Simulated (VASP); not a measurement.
# HC6: single point with LDA

The system is HC6, a slab with vacuum.

```
C H
1.0
     4.88953    0.00000    0.00000
    -1.22238    8.78496    0.00000
     0.00000    0.00000   22.74747
C H
12 2
Direct
  0.01936 0.07745 0.17584
  0.51936 0.07745 0.17584
  0.27420 0.09681 0.20595
  0.77420 0.09681 0.20595
  0.28388 0.13553 0.26618
  0.78388 0.13553 0.26618
  0.03863 0.15452 0.29551
  0.53863 0.15452 0.29551
  0.04887 0.19548 0.35836
  0.54887 0.19548 0.35836
  0.30317 0.21270 0.38455
  0.80317 0.21270 0.38455
  0.04887 0.09125 0.43246
  0.04887 0.29971 0.43246
```

* Program: VASP 6.6.1
* Task: single point
* Functional: LDA
* Potentials or basis: VASP PAW LDA potentials, release 64 (C, H)
* Cutoff: 520 eV
* k mesh: 6 × 3 × 1
* Occupations: gaussian, width 0.1 eV
* Spin: no spin polarisation

```yaml
Largest_force: 4.792 eV/Å
Band_gap_on_the_k_mesh: zero (filled and empty bands touch)
```

Forces on the atoms (eV/Å):
```
C    0.009  0.463  2.065
C    0.010  0.590  1.985
C    0.053 -0.835 -3.337
C   -0.075 -0.954 -3.446
C    0.154  0.173  0.992
C   -0.134  0.309  1.067
C    0.002  0.534  0.856
C   -0.009  0.199  0.549
C   -0.163 -1.367 -4.590
C    0.227 -0.356 -1.289
C   -1.324 -0.746  3.307
C    1.567  1.522  3.253
H    1.426  1.917 -0.665
H   -1.744 -1.449 -0.747
```

Levels at points of the mesh, in eV from the Fermi level:
```
           k point  band 21  band 22  band 23  band 24  band 25  band 26  band 27  band 28  band 29  band 30
(0.00, 0.00, 0.00)    -2.24    -2.22    -1.14    -0.25    -0.02     0.11     0.43     0.89     2.49     2.80
(0.50, 0.00, 0.00)    -2.51    -2.11    -1.78    -0.68    -0.05    -0.02     1.07     2.83     2.95     3.41
```

It took 8.1 min on 1 thread of Intel(R) Xeon(R) 6975P-C (Granite Rapids), on a shared host, peak memory 0.78 GiB.
